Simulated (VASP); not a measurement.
# SiNi2 (P6_3/mmc) in VASP: a series of runs, part 2 of 2

VASP 6.6.1. The steps go on from the part before.

## Step 5: Single point, PBEsol (strain +0.000 along x and y, +0.030 along z)

INCAR reads:

```
PREC = Accurate ; ENCUT = 520
EDIFF = 1E-6 ; ISMEAR = 0
SIGMA = 0.15 ; LREAL = F
LASPH = T ; NELM = 60
ALGO = Fast ; ISIF = 2
LWAVE = F ; LCHARG = F
GGA = PS ; NBANDS = 33
```

KPOINTS reads:

```
Automatic mesh
0
Gamma
  12 12 10
```

POSCAR reads:

```
SiNi2
1.0
    3.8684636248      0.0000000000      0.0000000000
   -1.9342318124      3.3501877727      0.0000000000
    0.0000000000      0.0000000000      5.0644948378
Si Ni
2 4
Direct
    0.3333333333      0.6666666667      0.7500000000
    0.6666666667      0.3333333333      0.2500000000
    0.0000000000      0.0000000000      0.0000000000
    0.0000000000      0.0000000000      0.5000000000
    0.3333333333      0.6666666667      0.2500000000
    0.6666666667      0.3333333333      0.7500000000
```

Potentials or basis: VASP PAW PBE potentials, release 64 (Si, Ni).

On the command line:

```bash
cat potpaw_PBE.64/Si/POTCAR potpaw_PBE.64/Ni/POTCAR > POTCAR
mpirun -np 1 vasp_std > vasp.out
```

OUTCAR:

```text
PREC = Accurate
   ENCUT = 520
   EDIFF = 1E-6
   ISMEAR = 0
   LREAL = F
   LASPH = T
   NELM = 60
   ISIF = 2
   GGA = PS

 ion  position               nearest neighbor table
   1  0.333  0.667  0.750-   6 2.23   6 2.23   6 2.23   5 2.53   5 2.53   3 2.57   4 2.57   4 2.57
                             3 2.57   4 2.57   3 2.57
   2  0.667  0.333  0.250-   5 2.23   5 2.23   5 2.23   6 2.53   6 2.53   3 2.57   4 2.57   3 2.57
                             4 2.57   3 2.57   4 2.57
   3  0.000  0.000  0.000-   4 2.53   4 2.53   1 2.57   5 2.57   6 2.57   2 2.57   2 2.57   6 2.57
                             1 2.57   5 2.57   2 2.57   6 2.57   1 2.57   5 2.57
   4  0.000  0.000  0.500-   3 2.53   3 2.53   1 2.57   5 2.57   6 2.57   2 2.57   2 2.57   6 2.57
                             1 2.57   5 2.57   2 2.57   6 2.57   1 2.57   5 2.57
[... 1081 lines left out ...]
  in kB      -29.9173292    -29.9173292    -92.3184173     -0.0000000      0.0000000      0.0000000
  external PRESSURE =     -50.7176919 kB  Pullay stress =       0.0000000 kB

 VOLUME and BASIS-vectors are now :
 -----------------------------------------------------------------------------
  energy-cutoff  :      520.00
  volume of cell :       65.64
      direct lattice vectors                 reciprocal lattice vectors
     3.868463625  0.000000000  0.000000000     0.258500557  0.149245366  0.000000000
    -1.934231812  3.350187773  0.000000000     0.000000000  0.298490732  0.000000000
     0.000000000  0.000000000  5.064494838     0.000000000  0.000000000  0.197453059

 POSITION                                       TOTAL-FORCE (eV/Angst)
 -----------------------------------------------------------------------------------
     -0.00000      2.23346      3.79837        -0.000000     -0.000000      0.000000
      1.93423      1.11673      1.26612         0.000000      0.000000      0.000000
      0.00000      0.00000      0.00000        -0.000000     -0.000000      0.000000
      0.00000      0.00000      2.53225        -0.000000     -0.000000      0.000000
     -0.00000      2.23346      1.26612        -0.000000     -0.000000      0.000000
      1.93423      1.11673      3.79837         0.000000     -0.000000     -0.000000
 -----------------------------------------------------------------------------------
    total drift:                                0.000000     -0.000000      0.000000

  FREE ENERGIE OF THE ION-ELECTRON SYSTEM (eV)
  ---------------------------------------------------
  free  energy   TOTEN  =       -39.5128452147 eV

  energy  without entropy=      -39.4717848090  energy(sigma->0) =      -39.49231501
```

It took 9.3 min on 1 thread of Intel Xeon 8259CL, shared host; peak memory 0.32 GiB.

What came out:

* Free energy: -39.5128 eV
* Pressure: -5.1 GPa
* Band gap on the k mesh: zero (bands 24 and 25 overlap by 3.49 eV)

Stress tensor (GPa, compression positive):
```
-2.99  0.00  0.00
 0.00 -2.99  0.00
 0.00  0.00 -9.23
```

Caveat: the cell differs from its parent crystal (strain +0.000 along x and y, +0.030 along z); the stress differs along the axes, from -9 to -3 GPa; the PAW data sets were made with another functional, which shifts forces and pressure a little. Spin polarisation is off, so any magnetic state and its effect on volume and gap are missing.

## Step 6: Single point, PBEsol (strain +0.015 along x and y, +0.000 along z)

INCAR reads:

```
ALGO = Fast
EDIFF = 1E-6
ENCUT = 520
GGA = PS
ISIF = 2
ISMEAR = 0
LASPH = True
LCHARG = True
LELF = True
LREAL = False
LVHAR = True
LWAVE = False
NBANDS = 33
NELM = 60
PREC = Accurate
SIGMA = 0.15
```

KPOINTS reads:

```
k-points
0
Gamma
  12 12 10
```

POSCAR, as its differences from that of step 5:

```diff
@@ -2,5 +2,5 @@
 1.0
-    3.8684636248      0.0000000000      0.0000000000
-   -1.9342318124      3.3501877727      0.0000000000
-    0.0000000000      0.0000000000      5.0644948378
+    3.9264905792      0.0000000000      0.0000000000
+   -1.9632452896      3.4004405893      0.0000000000
+    0.0000000000      0.0000000000      4.9169852794
 Si Ni
```

Potentials or basis: VASP PAW PBE potentials, release 64 (Si, Ni).

On the command line:

```bash
cat potpaw_PBE.64/Si/POTCAR potpaw_PBE.64/Ni/POTCAR > POTCAR
mpirun -np 1 vasp_std > vasp.out
```

Run time: 9.6 min. Hardware: 1 thread of Intel Xeon 8259CL, shared host; peak memory 0.32 GiB.

The run converged. Its results:

```
Free energy            : -39.5240 eV
Pressure               : -6.3 GPa
Band gap on the k mesh : zero (bands 24 and 25 overlap by 3.08 eV)
```

Stress tensor (GPa, compression positive):
```
-7.86  0.00  0.00
 0.00 -7.86  0.00
 0.00  0.00 -3.23
```

Levels at points of the mesh, in eV from the Fermi level:
```tsv
k point	band 20	band 21	band 22	band 23	band 24	band 25	band 26	band 27	band 28	band 29
(0.00, 0.00, 0.00)	-1.26	-0.63	-0.63	0.17	2.50	2.62	2.62	2.71	2.71	3.18
(0.50, 0.00, 0.00)	-1.46	-1.26	-1.20	-1.00	-0.68	-0.53	1.14	1.79	2.82	3.67
(0.00, 0.00, 0.50)	-1.23	-1.23	-1.23	2.07	2.07	3.19	3.19	3.19	3.19	4.24
(0.50, 0.00, 0.50)	-1.66	-1.25	-1.25	-0.89	-0.89	0.93	0.93	2.75	2.75	5.84
```

Caveat: the cell differs from its parent crystal (strain +0.015 along x and y, +0.000 along z); the cell stands under tension; the PAW data sets were made with another functional, which shifts forces and pressure a little. Spin polarisation is off, so any magnetic state and its effect on volume and gap are missing.

## Step 7: Single point, PBEsol (strain +0.030 along x and y, -0.015 along z)

INCAR reads:

```
SYSTEM = SiNi2
PREC = Accurate
ENCUT = 520
EDIFF = 1E-6
ISMEAR = 0
SIGMA = 0.15
LREAL = .False.
LASPH = .True.
NELM = 100
ALGO = Fast
ISIF = 2
LWAVE = .False.
LCHARG = .True.
GGA = PS
LELF = .True.
LVHAR = .True.
NBANDS = 33
```

KPOINTS reads:

```
Automatic mesh
0
Gamma
  12 12 10
  0 0 0
```

POSCAR, as its differences from that of step 6:

```diff
@@ -2,5 +2,5 @@
 1.0
-    3.9264905792      0.0000000000      0.0000000000
-   -1.9632452896      3.4004405893      0.0000000000
-    0.0000000000      0.0000000000      4.9169852794
+    3.9845175335      0.0000000000      0.0000000000
+   -1.9922587668      3.4506934059      0.0000000000
+    0.0000000000      0.0000000000      4.8432305002
 Si Ni
```

On the command line:

```bash
cat potpaw_PBE.64/Si/POTCAR potpaw_PBE.64/Ni/POTCAR > POTCAR
mpirun -np 1 vasp_std > vasp.out
```

Wall time 6.8 min (1 thread of Intel Xeon 8259CL, shared host); peak memory 0.32 GiB.

It converged, with:

```yaml
Free_energy: -39.4061 eV
Pressure: -9.2 GPa
Band_gap_on_the_k_mesh: zero (bands 24 and 25 overlap by 2.77 eV)
```

Stress tensor (GPa, compression positive):
```
-13.46   0.00   0.00
  0.00 -13.46   0.00
  0.00   0.00  -0.58
```

Levels at points of the mesh, in eV from the Fermi level:
| k point | band 22 | band 23 | band 24 | band 25 | band 26 | band 27 |
| --- | --- | --- | --- | --- | --- | --- |
| (0.00, 0.00, 0.00) | -0.63 | 0.27 | 2.22 | 2.43 | 2.43 | 2.52 |
| (0.50, 0.00, 0.00) | -1.13 | -0.99 | -0.66 | -0.48 | 1.15 | 1.73 |
| (0.00, 0.00, 0.50) | -1.21 | 1.90 | 1.90 | 3.05 | 3.05 | 3.05 |
| (0.50, 0.00, 0.50) | -1.23 | -0.85 | -0.85 | 0.91 | 0.91 | 2.55 |

Caveat: the cell differs from its parent crystal (strain +0.030 along x and y, -0.015 along z); the stress differs along the axes, from -13 to -1 GPa; the PAW data sets were made with another functional, which shifts forces and pressure a little.

## Step 8: The runs side by side

| cell | gap on the mesh (eV) | pressure (GPa) |
| --- | --- | --- |
| a = 3.868, b = 3.868, c = 4.991 Å, angles 90.0, 90.0, 120.0°, 6 atoms | none | -2.5 |
| a = 3.926, b = 3.926, c = 4.843 Å, angles 90.0, 90.0, 120.0°, 6 atoms | none | -3.4 |
| a = 3.985, b = 3.985, c = 4.769 Å, angles 90.0, 90.0, 120.0°, 6 atoms | none | -6.2 |
| a = 3.868, b = 3.868, c = 5.064 Å, angles 90.0, 90.0, 120.0°, 6 atoms | none | -5.1 |
| a = 3.926, b = 3.926, c = 4.917 Å, angles 90.0, 90.0, 120.0°, 6 atoms | none | -6.3 |
| a = 3.985, b = 3.985, c = 4.843 Å, angles 90.0, 90.0, 120.0°, 6 atoms | none | -9.2 |

Alike in all rows: task single point; level PBEsol; potentials or basis VASP PAW PBE potentials, release 64 (Si, Ni); no spin polarisation; k mesh 12 × 12 × 10; cutoff (eV) 520; smearing gaussian 0.15 eV.

Caveats: the PAW data sets were made with another functional, which shifts forces and pressure a little; the stress differs along the axes, from -6 to 2 GPa (at least some runs); the stress differs along the axes, from -12 to 6 GPa (at least some runs); the stress differs along the axes, from -9 to -3 GPa (at least some runs); the cell stands under tension (at least some runs); the stress differs along the axes, from -13 to -1 GPa (at least some runs).

Total energies depend on the potentials used, so only differences within one code and one set of settings carry meaning.
